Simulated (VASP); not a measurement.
# MnO2 (P4_2/mnm) in VASP: further runs

Runs on MnO2. Level: PBEsol. Tasks: single point.

Everything below comes from runs of VASP 6.6.1. Logs are shortened: lines on timing, memory, paths and dates and some standing lists are left out, and cuts for length are marked.

### Step 1. The cell of the first run

Symmetry: P4_2/mnm, No. 136, tetragonal system. Conventional cell: a = 4.430 Å, b = 4.430 Å, c = 2.886 Å, α = 90.00°, β = 90.00°, γ = 90.00°. Mn (site symmetry mmm) has 6 O at 1.89 to 1.91 Å within 2.5 Å. Within 2.5 Å of O (site symmetry m2m) lie 3 Mn at 1.89 to 1.91 Å and 1 O at 2.44 Å.

### Step 2. Single point, PBEsol, collinear spin, ferromagnetic start

Input file INCAR:

```
SYSTEM = MnO2
PREC     = Accurate       ! precision mode
ENCUT    = 520            ! plane-wave cutoff, eV
EDIFF    = 1E-6           ! SCF threshold, eV
ISMEAR   = -1             ! smearing method
SIGMA    = 0.05           ! smearing width, eV
LREAL    = .False.        ! projectors in reciprocal space
LASPH    = .True.         ! aspherical terms in the spheres
NELM     = 150            ! most SCF steps
ALGO     = Normal         ! electronic algorithm
ISIF     = 2              ! what is computed and relaxed
LWAVE    = .False.        ! write WAVECAR
LCHARG   = .True.         ! write CHGCAR
ISPIN    = 2              ! spin polarisation
MAGMOM   = 4 4 0 0 0 0    ! initial moments
LORBIT   = 11             ! projections on sites
LMAXMIX  = 4              ! l up to which the mixer works
GGA      = PS             ! functional
LELF     = .True.         ! ELF
LVHAR    = .True.       
NBANDS   = 38             ! bands
```

Input file KPOINTS:

```
Automatic mesh
0
Gamma
  6 6 9
  0 0 0
```

Input file POSCAR:

```
MnO2
1.0
    4.4295611541      0.0000000000      0.0000000000
    0.0000000000      4.4295611541      0.0000000000
    0.0000000000      0.0000000000      2.8860657645
Mn O
2 4
Direct
    0.5000000000      0.5000000000      0.5000000000
    0.0000000000      0.0000000000      0.0000000000
    0.8049161500      0.1950838500      0.5000000000
    0.6950838500      0.6950838500      0.0000000000
    0.1950838500      0.8049161500      0.5000000000
    0.3049161500      0.3049161500      0.0000000000
```

Potentials or basis: VASP PAW PBE potentials, release 64 (Mn_pv, O).

The run is started by

```
> cat potpaw_PBE.64/Mn_pv/POTCAR potpaw_PBE.64/O/POTCAR > POTCAR
> mpirun -np 1 vasp_std > vasp.out
```

OUTCAR:

```text
SYSTEM = MnO2
   PREC = Accurate
   ENCUT = 520
   EDIFF = 1E-6
   ISMEAR = -1
   LREAL = .False.
   LASPH = .True.
   NELM = 150
   ISIF = 2
   ISPIN = 2
   LORBIT = 11
   GGA = PS

 ion  position               nearest neighbor table
   1  0.500  0.500  0.500-   4 1.89   6 1.89   4 1.89   6 1.89   5 1.91   3 1.91
   2  0.000  0.000  0.000-   3 1.89   5 1.89   3 1.89   5 1.89   4 1.91   6 1.91
   3  0.805  0.195  0.500-   2 1.89   2 1.89   1 1.91
   4  0.695  0.695  0.000-   1 1.89   1 1.89   2 1.91
   5  0.195  0.805  0.500-   2 1.89   2 1.89   1 1.91
   6  0.305  0.305  0.000-   1 1.89   1 1.89   2 1.91

  LATTYP: Found a simple tetragonal cell.
 ALAT       =     4.4295611541
 C/A-ratio  =     0.6515466576

  Lattice vectors:

 A1 = (   4.4295611541,   0.0000000000,   0.0000000000)
 A2 = (   0.0000000000,   4.4295611541,   0.0000000000)
 A3 = (   0.0000000000,   0.0000000000,   2.8860657645)

Analysis of symmetry for initial positions (statically):
=====================================================================
 Subroutine PRICEL returns:
 Original cell was already a primitive cell.

 Routine SETGRP: Setting up the symmetry group for a
 simple tetragonal supercell.

 Subroutine GETGRP returns: Found 16 space group operations
 (whereof  8 operations were pure point group operations)
 out of a pool of 16 trial point group operations.

The static configuration has the point symmetry D_2h.
 The point group associated with its full space group is D_4h.

Analysis of symmetry for dynamics (positions and initial velocities):
=====================================================================
 Subroutine PRICEL returns:
 Original cell was already a primitive cell.

 Routine SETGRP: Setting up the symmetry group for a
 simple tetragonal supercell.

 Subroutine GETGRP returns: Found 16 space group operations
 (whereof  8 operations were pure point group operations)
 out of a pool of 16 trial point group operations.

The dynamic configuration has the point symmetry D_2h.
 The point group associated with its full space group is D_4h.

Analysis of structural, dynamic, and magnetic symmetry:
=====================================================================
 Subroutine PRICEL returns:
 Original cell was already a primitive cell.

 Routine SETGRP: Setting up the symmetry group for a
 simple tetragonal supercell.

 Subroutine GETGRP returns: Found 16 space group operations
 (whereof  8 operations were pure point group operations)
[... 144 lines left out ...]
  volume of cell :       56.63
 maximum number of plane-waves:      1543
 NGX is ok and might be reduce to    36
   NGX = 17   NGY = 17   NGZ = 11

 number of electron      49.9999971 magnetization       5.9866288

 Free energy of the ion-electron system (eV)
  ---------------------------------------------------
  ext. energy  EPLUGINS =         0.00000000
  ---------------------------------------------------
  free energy    TOTEN  =       -50.30712601 eV

  energy without entropy =      -50.29890983  energy(sigma->0) =      -50.30301792

 E-fermi :   5.1172     XC(G=0): -12.2044

 val. band max:        5.0730083071   @ k =   0.5000   0.5000   0.0000
 cond. band min:       5.1525966673   @ k =   0.0000   0.0000   0.0000
 fundamental gap:      0.0795883602
 Fermi energy:         5.1172170687

 spin component 1

 k-point     1 :       0.0000    0.0000    0.0000
  band No.  band energies     occupation
      1     -45.5318      1.00000
      2     -45.5246      1.00000
      3     -45.4580      1.00000
      4     -45.4580      1.00000
      5     -45.3708      1.00000
      6     -45.3708      1.00000
[... 949 lines left out ...]
     36      18.5640      0.00000
     37      20.2992      0.00000

 [... further k-points ...]

 spin component 2

 k-point     1 :       0.0000    0.0000    0.0000
  band No.  band energies     occupation
      1     -42.5751      1.00000
      2     -42.5661      1.00000
      3     -42.4968      1.00000
      4     -42.4968      1.00000
      5     -42.4037      1.00000
      6     -42.4037      1.00000
[... 949 lines left out ...]
     36      19.1600      0.00000
     37      20.7271      0.00000

 [... further k-points ...]

 [bands above 37 left out]

------------------------ aborting loop because EDIFF is reached ----------------------------------------

  FORCE on cell =-STRESS in cart. coord.  units (eV):
  Direction    XX          YY          ZZ          XY          YZ          ZX
  --------------------------------------------------------------------------------------
  -------------------------------------------------------------------------------------
  Total       -2.0422524     -2.0422524     -3.1590514      0.0000000      0.0000000      0.0000000
  in kB      -57.7819729    -57.7819729    -89.3798556      0.0000000      0.0000000      0.0000000
  external PRESSURE =     -68.3146005 kB  Pullay stress =       0.0000000 kB

 VOLUME and BASIS-vectors are now :
 -----------------------------------------------------------------------------
  energy-cutoff  :      520.00
  volume of cell :       56.63
      direct lattice vectors                 reciprocal lattice vectors
     4.429561154  0.000000000  0.000000000     0.225755998  0.000000000  0.000000000
     0.000000000  4.429561154  0.000000000     0.000000000  0.225755998  0.000000000
     0.000000000  0.000000000  2.886065765     0.000000000  0.000000000  0.346492451

 POSITION                                       TOTAL-FORCE (eV/Angst)
 -----------------------------------------------------------------------------------
      2.21478      2.21478      1.44303        -0.000000      0.000000      0.000000
      0.00000      0.00000      0.00000        -0.000000      0.000000      0.000000
      3.56543      0.86414      1.44303         0.090242     -0.090242     -0.000000
      3.07892      3.07892      0.00000        -0.090242     -0.090242     -0.000000
      0.86414      3.56543      1.44303        -0.090242      0.090242      0.000000
      1.35064      1.35064      0.00000         0.090242      0.090242      0.000000
 -----------------------------------------------------------------------------------
    total drift:                                0.000000      0.000000      0.000000

  FREE ENERGIE OF THE ION-ELECTRON SYSTEM (eV)
  ---------------------------------------------------
  free  energy   TOTEN  =       -50.3071260115 eV

  energy  without entropy=      -50.2989098306  energy(sigma->0) =      -50.30301792

 total charge

# of ion       s       p       d       tot
------------------------------------------
    1        0.350   6.459   4.891  11.700
    2        0.350   6.459   4.891  11.700
    3        1.563   3.433   0.000   4.996
    4        1.563   3.433   0.000   4.996
    5        1.563   3.433   0.000   4.996
    6        1.563   3.433   0.000   4.996
--------------------------------------------------
tot          6.953  26.649   9.781  43.383

 magnetization (x)

# of ion       s       p       d       tot
------------------------------------------
    1        0.017   0.028   2.661   2.706
    2        0.017   0.028   2.661   2.706
    3        0.001   0.086   0.000   0.086
    4        0.001   0.086   0.000   0.086
    5        0.001   0.086   0.000   0.086
    6        0.001   0.086   0.000   0.086
--------------------------------------------------
tot          0.036   0.399   5.323   5.758
```

It took 1.8 min on 1 thread of Intel Xeon 6975P-C (Granite Rapids), shared host; peak memory 0.3 GiB.

Results:

| Property | Result |
| --- | --- |
| Free energy | -50.3071 eV |
| Pressure | -6.8 GPa |
| Largest force | 0.128 eV/Å |
| Band gap on the k mesh | zero (filled and empty bands overlap) |
| Net moment | 5.99 μB per cell |
| Site moments | Mn +2.71; O +0.09 μB |
| Valence electrons inside the program's atomic spheres | Mn 11.70; O 5.00 |

Forces in eV/Å, atoms in the order of the input:
```
Mn   0.000  0.000  0.000
Mn   0.000  0.000  0.000
O    0.090 -0.090  0.000
O   -0.090 -0.090  0.000
O   -0.090  0.090  0.000
O    0.090  0.090  0.000
```

Caveat: the PAW data sets were made with another functional, which shifts forces and pressure a little; semilocal functionals often make such compounds metallic where correlation or magnetic order opens a gap, which also shifts bond lengths; only a ferromagnetic start was run, and an antiferromagnetic order may lie lower in energy.

### Step 3. Single point, PBEsol, collinear spin, ferromagnetic start

This run uses another cell than the first one, of 9.62 Å³/atom, 1.020 times its volume.

Input file INCAR:

```
SYSTEM = MnO2
PREC = Accurate ; ENCUT = 520
EDIFF = 1E-6 ; ISMEAR = -1
SIGMA = 0.05 ; LREAL = .False.
LASPH = .True. ; NELM = 150
ALGO = Normal ; ISIF = 2
LWAVE = .False. ; LCHARG = .False.
ISPIN = 2 ; MAGMOM = 4 4 0 0 0 0
LORBIT = 11 ; LMAXMIX = 4
GGA = PS ; NBANDS = 38
```

Input file KPOINTS:

```
regular mesh
0
Gamma
  6 6 9
  0 0 0
```

Changes to POSCAR since step 2:

```diff
@@ -2,5 +2,5 @@
 1.0
-    4.4295611541      0.0000000000      0.0000000000
-    0.0000000000      4.4295611541      0.0000000000
-    0.0000000000      0.0000000000      2.8860657645
+    4.4583253442      0.0000000000      0.0000000000
+    0.0000000000      4.4583253442      0.0000000000
+    0.0000000000      0.0000000000      2.9048069764
 Mn O
```

Potentials or basis: VASP PAW PBE potentials, release 64 (Mn_pv, O).

The run is started by

```
> cat potpaw_PBE.64/Mn_pv/POTCAR potpaw_PBE.64/O/POTCAR > POTCAR
> mpirun -np 1 vasp_std > vasp.out
```

Wall time 80 s (1 thread of Intel Xeon 6975P-C (Granite Rapids), shared host); peak memory 0.29 GiB.

The run converged. Its results:

* Free energy: -50.2477 eV
* Pressure: -11.1 GPa
* Largest force: 0.204 eV/Å
* Band gap on the k mesh: zero (filled and empty bands overlap)
* Net moment: 6.00 μB per cell
* Site moments: Mn +2.73; O +0.08 μB
* Valence electrons inside the program's atomic spheres: Mn 11.65; O 4.98

Forces in eV/Å, atoms in the order of the input:
```
Mn   0.000  0.000  0.000
Mn   0.000  0.000  0.000
O    0.144 -0.144  0.000
O   -0.144 -0.144  0.000
O   -0.144  0.144  0.000
O    0.144  0.144  0.000
```

Stress tensor (GPa, compression positive):
```
 -9.83   0.00   0.00
  0.00  -9.83   0.00
  0.00   0.00 -13.63
```

Levels at points of the mesh, in eV from the Fermi level:
Spin up:
```
           k point  band 26  band 27  band 28  band 29  band 30  band 31
(0.00, 0.00, 0.00)    -1.19    -0.62    -0.36    -0.15     2.52     2.52
(0.50, 0.00, 0.00)    -1.39    -0.68    -0.68     2.01     2.01     2.29
(0.50, 0.50, 0.00)    -2.09    -0.03    -0.03     1.24     1.24     2.49
```
Spin down:
```
           k point  band 20  band 21  band 22  band 23  band 24  band 25
(0.00, 0.00, 0.00)    -0.91    -0.91    -0.34     0.12     0.39     0.54
(0.50, 0.00, 0.00)    -2.77    -1.15    -1.15     0.75     0.75     1.10
(0.50, 0.50, 0.00)    -2.45    -1.88    -1.88     0.14     0.14     0.56
```

Caveat: the PAW data sets were made with another functional, which shifts forces and pressure a little; semilocal functionals often make such compounds metallic where correlation or magnetic order opens a gap, which also shifts bond lengths; only a ferromagnetic start was run, and an antiferromagnetic order may lie lower in energy. With open d or f shells a metallic result of PBEsol can be an artefact of self-interaction; +U or a hybrid may open a gap.

### Step 4. Single point, PBEsol, collinear spin, ferromagnetic start

This run uses another cell than the first one, of 8.70 Å³/atom, 0.922 times its volume.

Input file INCAR:

```
SYSTEM = MnO2
  PREC = Accurate
  ENCUT = 520
  EDIFF = 1E-6
  ISMEAR = -1
  SIGMA = 0.05
  LREAL = .False.
  LASPH = .True.
  NELM = 150
  ALGO = Normal
  ISIF = 2
  LWAVE = .False.
  LCHARG = .False.
  ISPIN = 2
  MAGMOM = 4 4 0 0 0 0
  LORBIT = 11
  LMAXMIX = 4
  GGA = PS
  NBANDS = 38
```

KPOINTS is that of step 3.

Changes to POSCAR since step 3:

```diff
@@ -2,5 +2,5 @@
 1.0
-    4.4583253442      0.0000000000      0.0000000000
-    0.0000000000      4.4583253442      0.0000000000
-    0.0000000000      0.0000000000      2.9048069764
+    4.3105887966      0.0000000000      0.0000000000
+    0.0000000000      4.3105887966      0.0000000000
+    0.0000000000      0.0000000000      2.8085497226
 Mn O
```

The run is started by

```
> cat potpaw_PBE.64/Mn_pv/POTCAR potpaw_PBE.64/O/POTCAR > POTCAR
> mpirun -np 1 vasp_std > vasp.out
```

It took 2.3 min on 1 thread of Intel Xeon Platinum 8259CL at 2.50GHz (Skylake/Cascade Lake), shared host; peak memory 0.27 GiB.

It converged, with:

```yaml
Free_energy: -50.2034 eV
Pressure: 15.1 GPa
Largest_force: 0.270 eV/Å
Net_moment: 5.87 μB per cell
Site_moments: Mn +2.60; O +0.11 μB
Valence_electrons_inside_the_program's_atomic_spheres: Mn 11.92; O 5.05
```

Forces on the atoms (eV/Å):
```
Mn   0.000  0.000  0.000
Mn   0.000  0.000  0.000
O   -0.191  0.191  0.000
O    0.191  0.191  0.000
O    0.191 -0.191  0.000
O   -0.191 -0.191  0.000
```

Stress tensor (GPa, compression positive):
```
14.90  0.00  0.00
 0.00 14.90  0.00
 0.00  0.00 15.64
```

Levels at points of the mesh, in eV from the Fermi level:
Spin up:
```csv
k point,band 26,band 27,band 28,band 29,band 30,band 31
"(0.00, 0.00, 0.00)",-1.52,-0.89,-0.03,-0.02,2.93,2.93
"(0.50, 0.00, 0.00)",-1.47,-0.70,-0.70,2.42,2.42,2.64
"(0.50, 0.50, 0.00)",-2.49,0.00,0.00,1.72,1.72,2.89
```
Spin down:
```csv
k point,band 19,band 20,band 21,band 22,band 23,band 24,band 25,band 26
"(0.00, 0.00, 0.00)",-1.87,-1.19,-1.19,-0.62,-0.21,0.15,0.30,0.30
"(0.50, 0.00, 0.00)",-3.21,-3.21,-1.52,-1.52,0.58,0.58,0.98,0.98
"(0.50, 0.50, 0.00)",-2.80,-2.80,-2.23,-2.23,-0.16,-0.16,0.31,0.31
```

Caveat: the PAW data sets were made with another functional, which shifts forces and pressure a little; semilocal functionals often make such compounds metallic where correlation or magnetic order opens a gap, which also shifts bond lengths; only a ferromagnetic start was run, and an antiferromagnetic order may lie lower in energy. With open d or f shells a metallic result of PBEsol can be an artefact of self-interaction; +U or a hybrid may open a gap.

### Step 5. Single point, PBEsol, collinear spin, ferromagnetic start

This run uses another cell than the first one, of 8.88 Å³/atom, 0.941 times its volume.

Input file INCAR:

```
PREC = Accurate ; ENCUT = 520
EDIFF = 1E-6 ; ISMEAR = -1
SIGMA = 0.05 ; LREAL = F
LASPH = T ; NELM = 150
ALGO = Normal ; ISIF = 2
LWAVE = F ; LCHARG = F
ISPIN = 2 ; MAGMOM = 4 4 0 0 0 0
LORBIT = 11 ; LMAXMIX = 4
GGA = PS ; NBANDS = 38
```

Input file KPOINTS:

```
regular mesh
0
Gamma
  6 6 9
```

Changes to POSCAR since step 4:

```diff
@@ -2,5 +2,5 @@
 1.0
-    4.3105887966      0.0000000000      0.0000000000
-    0.0000000000      4.3105887966      0.0000000000
-    0.0000000000      0.0000000000      2.8085497226
+    4.3409460560      0.0000000000      0.0000000000
+    0.0000000000      4.3409460560      0.0000000000
+    0.0000000000      0.0000000000      2.8283288935
 Mn O
```

The run is started by

```
> cat potpaw_PBE.64/Mn_pv/POTCAR potpaw_PBE.64/O/POTCAR > POTCAR
> mpirun -np 1 vasp_std > vasp.out
```

It took 2.1 min on 1 thread of Intel Xeon Platinum 8259CL at 2.50GHz (Skylake/Cascade Lake), shared host; peak memory 0.27 GiB.

The run converged. Its results:

| Property | Result |
| --- | --- |
| Free energy | -50.2890 eV |
| Pressure | 8.7 GPa |
| Largest force | 0.157 eV/Å |
| Net moment | 5.91 μB per cell |
| Site moments | Mn +2.63; O +0.10 μB |
| Valence electrons inside the program's atomic spheres | Mn 11.86; O 5.04 |

Forces in eV/Å, atoms in the order of the input:
```
Mn   0.000  0.000  0.000
Mn   0.000  0.000  0.000
O   -0.111  0.111  0.000
O    0.111  0.111  0.000
O    0.111 -0.111  0.000
O   -0.111 -0.111  0.000
```

Stress tensor (GPa, compression positive):
```
8.82 0.00 0.00
0.00 8.82 0.00
0.00 0.00 8.39
```

Levels at points of the mesh, in eV from the Fermi level:
Spin up:
```csv
k point,band 25,band 26,band 27,band 28,band 29,band 30,band 31,band 32
"(0.00, 0.00, 0.00)",-1.46,-1.46,-0.84,-0.11,-0.07,2.83,2.83,3.63
"(0.50, 0.00, 0.00)",-1.47,-1.47,-0.72,-0.72,2.32,2.32,2.55,2.55
"(0.50, 0.50, 0.00)",-2.41,-2.41,-0.02,-0.02,1.61,1.61,2.79,2.79
```
Spin down:
```tsv
k point	band 18	band 19	band 20	band 21	band 22	band 23	band 24	band 25	band 26	band 27
(0.00, 0.00, 0.00)	-3.70	-1.82	-1.14	-1.14	-0.56	-0.15	0.19	0.34	0.34	0.57
(0.50, 0.00, 0.00)	-4.40	-3.13	-3.13	-1.44	-1.44	0.60	0.60	0.99	0.99	1.77
(0.50, 0.50, 0.00)	-3.24	-2.74	-2.74	-2.16	-2.16	-0.10	-0.10	0.36	0.36	2.20
```

Caveat: the PAW data sets were made with another functional, which shifts forces and pressure a little; semilocal functionals often make such compounds metallic where correlation or magnetic order opens a gap, which also shifts bond lengths; only a ferromagnetic start was run, and an antiferromagnetic order may lie lower in energy. With open d or f shells a metallic result of PBEsol can be an artefact of self-interaction; +U or a hybrid may open a gap.

### Step 6. The runs side by side

```csv
cell,gap on the mesh (eV),pressure (GPa),moment (μB),largest force (eV/Å)
"a = 4.430, b = 4.430, c = 2.886 Å, 6 atoms",none,-6.8,5.99,0.13
"a = 4.458, b = 4.458, c = 2.905 Å, 6 atoms",none,-11.1,6.00,0.20
"a = 4.311, b = 4.311, c = 2.809 Å, 6 atoms",none,15.1,5.87,0.27
"a = 4.341, b = 4.341, c = 2.828 Å, 6 atoms",none,8.7,5.91,0.16
```

Alike in all rows: task single point; level PBEsol; potentials or basis VASP PAW PBE potentials, release 64 (Mn_pv, O); spin collinear, ferromagnetic start; k mesh 6 × 6 × 9; cutoff (eV) 520; smearing fermi-dirac 0.05 eV.

Caveats: the PAW data sets were made with another functional, which shifts forces and pressure a little; semilocal functionals often make such compounds metallic where correlation or magnetic order opens a gap, which also shifts bond lengths; only a ferromagnetic start was run, and an antiferromagnetic order may lie lower in energy.

Total energies depend on the potentials used, so only differences within one code and one set of settings carry meaning.
